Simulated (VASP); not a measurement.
# LiSi2N2 (P-3m1) in VASP: further runs, part 2 of 2

VASP 6.6.1. The steps go on from the part before.

### 3 Single point, PBE

This run uses another cell than the first one, of 13.73 Å³/atom, 1.206 times its volume.

Input file INCAR:

```
SYSTEM = LiSi2N2
PREC = Accurate ; ENCUT = 520
EDIFF = 1E-7 ; ISMEAR = 0
SIGMA = 0.1 ; LREAL = .False.
LASPH = .True. ; NELM = 60
ALGO = Normal ; ISIF = 2
LWAVE = .False. ; LCHARG = .True.
GGA = PE ; LELF = .True.
LVHAR = .True. ; NBANDS = 18
```

Input file KPOINTS:

```
Automatic mesh
0
Gamma
  12 12 4
  0 0 0
```

Input file POSCAR:

```
LiSi2N2
1.0
    2.8948470941      0.0000000000      0.0000000000
   -1.4474235470      2.5070111236      0.0000000000
    0.0000000000      0.0000000000      9.4593870374
Li Si N
1 2 2
Direct
    0.0000000000      0.0000000000      0.0000000000
    0.3333333333      0.6666666667      0.2451940943
    0.6666666667      0.3333333333      0.7548059057
    0.3333333333      0.6666666667      0.6903977699
    0.6666666667      0.3333333333      0.3096022301
```

Potentials or basis: VASP PAW PBE potentials, release 64 (Li_sv, Si, N).

Command:

```bash
> cat potpaw_PBE.64/Li_sv/POTCAR potpaw_PBE.64/Si/POTCAR potpaw_PBE.64/N/POTCAR > POTCAR
> mpirun -np 1 vasp_std > vasp.out
```

OUTCAR:

```text
SYSTEM = LiSi2N2
   PREC = Accurate
   ENCUT = 520
   EDIFF = 1E-7
   ISMEAR = 0
   LREAL = .False.
   LASPH = .True.
   NELM = 60
   ISIF = 2
   GGA = PE

 ion  position               nearest neighbor table
   1  0.000  0.000  0.000-   2 2.86   3 2.86   3 2.86   2 2.86   3 2.86   2 2.86
   2  0.333  0.667  0.245-   5 1.78   5 1.78   5 1.78   1 2.86   1 2.86   1 2.86
   3  0.667  0.333  0.755-   4 1.78   4 1.78   4 1.78   1 2.86   1 2.86   1 2.86
   4  0.333  0.667  0.690-   3 1.78   3 1.78   3 1.78
   5  0.667  0.333  0.310-   2 1.78   2 1.78   2 1.78

  LATTYP: Found a hexagonal cell.
 ALAT       =     2.8948470941
 C/A-ratio  =     3.2676637936

  Lattice vectors:

 A1 = (   2.8948470941,   0.0000000000,   0.0000000000)
 A2 = (  -1.4474235470,   2.5070111236,   0.0000000000)
 A3 = (   0.0000000000,   0.0000000000,   9.4593870374)

Analysis of symmetry for initial positions (statically):
=====================================================================
 Subroutine PRICEL returns:
 Original cell was already a primitive cell.

 Routine SETGRP: Setting up the symmetry group for a
 hexagonal supercell.

 Subroutine GETGRP returns: Found 12 space group operations
 (whereof 12 operations were pure point group operations)
 out of a pool of 24 trial point group operations.

The static configuration has the point symmetry D_3d.

Analysis of symmetry for dynamics (positions and initial velocities):
=====================================================================
 Subroutine PRICEL returns:
 Original cell was already a primitive cell.

 Routine SETGRP: Setting up the symmetry group for a
 hexagonal supercell.

 Subroutine GETGRP returns: Found 12 space group operations
 (whereof 12 operations were pure point group operations)
 out of a pool of 24 trial point group operations.

The dynamic configuration has the point symmetry D_3d.

 Subroutine INISYM returns: Found 12 space group operations
 (whereof 12 operations are pure point group operations),
[... 118 lines left out ...]
   EFERMI_NEDOS =   21; number of points for ismear=-14 and -15
   IALGO  =     38    algorithm
   IMIX   =      4    mixing-type and parameters
     AMIX     =   0.40;   BMIX     =  1.00
     AMIX_MAG =   1.60;   BMIX_MAG =  1.00
  volume/ion in A,a.u.               =      13.73        92.66
  Fermi-wavevector in a.u.,A,eV,Ry     =   1.103061  2.084484 16.554809  1.216744
  Thomas-Fermi vector in A             =   2.239514
   LORBIT       =      0    0 simple, 1 ext, 2 COOP (PROOUT), +10 PAW based schemes
   GGA     = PE    functional components
   LHFCALC =     F    Hartree Fock is set to
   AEXX    =    0.0000 exact exchange contribution
   IVDW    =     0    specifies the selected vdW correction
   LEPSILON=     F    determine dielectric tensor
   LRPA    =     F    only Hartree local field effects (RPA)
 non-spin polarized calculation
 Gauss-broadening in eV      SIGMA  =   0.10
  energy-cutoff  :      520.00
  volume of cell :       68.65
 maximum number of plane-waves:      1907
 NGX is ok and might be reduce to    24
   NGX = 11   NGY = 11   NGZ = 35

 number of electron      21.0000000 magnetization

 Free energy of the ion-electron system (eV)
  ---------------------------------------------------
  ext. energy  EPLUGINS =         0.00000000
  ---------------------------------------------------
  free energy    TOTEN  =       -30.90205957 eV

  energy without entropy =      -30.88602664  energy(sigma->0) =      -30.89404311

 E-fermi :   4.6130     XC(G=0):  -9.3065

 val. band max:        4.6109619423   @ k =  -0.1667   0.5000   0.2500
 cond. band min:       4.6154852853   @ k =  -0.0833   0.2500   0.2500
 fundamental gap:      0.0045233430
 Fermi energy:         4.6130185870

 k-point     1 :       0.0000    0.0000    0.0000
  band No.  band energies     occupation
      1     -40.8023      2.00000
      2     -13.7761      2.00000
      3     -13.7455      2.00000
      4      -2.6106      2.00000
      5      -2.1273      2.00000
      6       1.0629      2.00000
[... 481 lines left out ...]
      5      -1.8621      2.00000
      6      -0.6946      2.00000
[... 10 lines left out ...]
     17      12.7785      0.00000
     18      13.1031      0.00000

 [... further k-points ...]
[... 5 lines left out ...]
  --------------------------------------------------------------------------------------
  -------------------------------------------------------------------------------------
  Total       -0.0085942     -0.0085942     -0.0723578     -0.0000000      0.0000000      0.0000000
  in kB       -0.2005730     -0.2005730     -1.6886952     -0.0000000      0.0000000      0.0000000
  external PRESSURE =      -0.6966138 kB  Pullay stress =       0.0000000 kB

 VOLUME and BASIS-vectors are now :
 -----------------------------------------------------------------------------
  energy-cutoff  :      520.00
  volume of cell :       68.65
      direct lattice vectors                 reciprocal lattice vectors
     2.894847094  0.000000000  0.000000000     0.345441389  0.199440679  0.000000000
    -1.447423547  2.507011124  0.000000000     0.000000000  0.398881357  0.000000000
     0.000000000  0.000000000  9.459387037     0.000000000  0.000000000  0.105715095

 POSITION                                       TOTAL-FORCE (eV/Angst)
 -----------------------------------------------------------------------------------
      0.00000      0.00000      0.00000         0.000000      0.000000      0.000000
     -0.00000      1.67134      2.31939         0.000000     -0.000000      0.017804
      1.44742      0.83567      7.14000         0.000000      0.000000     -0.017804
     -0.00000      1.67134      6.53074        -0.000000      0.000000      0.020683
      1.44742      0.83567      2.92865         0.000000     -0.000000     -0.020683
 -----------------------------------------------------------------------------------
    total drift:                                0.000000     -0.000000      0.000000

  FREE ENERGIE OF THE ION-ELECTRON SYSTEM (eV)
  ---------------------------------------------------
  free  energy   TOTEN  =       -30.9020595716 eV

  energy  without entropy=      -30.8860266445  energy(sigma->0) =      -30.89404311
```

OSZICAR:

```text
N       E                     dE             d eps       ncg     rms          rms(c)
DAV:   1     0.775854034487E+02    0.77585E+02   -0.87422E+03  2484   0.103E+03
DAV:   2    -0.267378357736E+02   -0.10432E+03   -0.99706E+02  3174   0.214E+02
DAV:   3    -0.339162318589E+02   -0.71784E+01   -0.71054E+01  3500   0.555E+01
DAV:   4    -0.342688457844E+02   -0.35261E+00   -0.35218E+00  4254   0.103E+01
DAV:   5    -0.342725093250E+02   -0.36635E-02   -0.36628E-02  3532   0.105E+00    0.136E+01
DAV:   6    -0.311749220017E+02    0.30976E+01   -0.15621E+01  3256   0.232E+01    0.681E+00
DAV:   7    -0.309484389743E+02    0.22648E+00   -0.14493E+00  3256   0.734E+00    0.349E+00
DAV:   8    -0.309056204378E+02    0.42819E-01   -0.19805E-01  3572   0.241E+00    0.117E+00
DAV:   9    -0.309009712377E+02    0.46492E-02   -0.42092E-02  3320   0.129E+00    0.265E-01
DAV:  10    -0.309017053582E+02   -0.73412E-03   -0.27996E-03  3004   0.387E-01    0.105E-01
DAV:  11    -0.309020262603E+02   -0.32090E-03   -0.50450E-04  2890   0.148E-01    0.224E-02
DAV:  12    -0.309020451970E+02   -0.18937E-04   -0.50634E-05  3488   0.449E-02    0.924E-03
DAV:  13    -0.309020576922E+02   -0.12495E-04   -0.23012E-05  2862   0.294E-02    0.420E-03
DAV:  14    -0.309020592999E+02   -0.16077E-05   -0.22459E-06  3556   0.985E-03    0.150E-03
DAV:  15    -0.309020595276E+02   -0.22769E-06   -0.38830E-07  2962   0.376E-03    0.699E-04
DAV:  16    -0.309020595716E+02   -0.43975E-07   -0.38935E-08  2730   0.139E-03
   1 F= -.30902060E+02 E0= -.30894043E+02  d E =-.160329E-01
```

stdout:

```text
POSCAR found type information on POSCAR LiSiN
 POSCAR found :  3 types and       5 ions
 scaLAPACK will be used
 LDA part: xc-table for (Slater+PW92), standard interpolation
 POSCAR, INCAR and KPOINTS ok, starting setup
 FFT: planning ... GRIDC
 FFT: planning ... GRID_SOFT
 FFT: planning ... GRID
 WAVECAR not read
 entering main loop
```

It took 34 s on 1 thread of Intel Xeon 6975P-C (Granite Rapids), shared host; peak memory 0.23 GiB.

What came out:

| Item | Value |
| --- | --- |
| Free energy | -30.9021 eV |
| Largest force | 0.021 eV/Å |

Forces on the atoms (eV/Å):
```
Li   0.000  0.000  0.000
Si   0.000  0.000  0.018
Si   0.000  0.000 -0.018
N    0.000  0.000  0.021
N    0.000  0.000 -0.021
```

Levels at points of the mesh, in eV from the Fermi level:
```tsv
k point	band 8	band 9	band 10	band 11	band 12	band 13	band 14	band 15
(0.00, 0.00, 0.00)	-3.54	-3.54	-2.05	-0.48	3.49	5.04	7.46	7.71
(0.50, 0.00, 0.00)	-3.89	-3.58	-0.90	-0.48	1.27	2.10	4.43	5.78
(0.00, 0.00, 0.50)	-3.54	-3.54	-1.56	-1.06	3.73	4.97	7.48	7.60
(0.50, 0.00, 0.50)	-3.77	-3.71	-1.00	-0.40	1.44	1.98	4.37	5.91
```

Caveat: the cutoff is under 1.25 times the usual one of these potentials, so pressure, stress and relaxed cells hold a basis-set (Pulay) error.
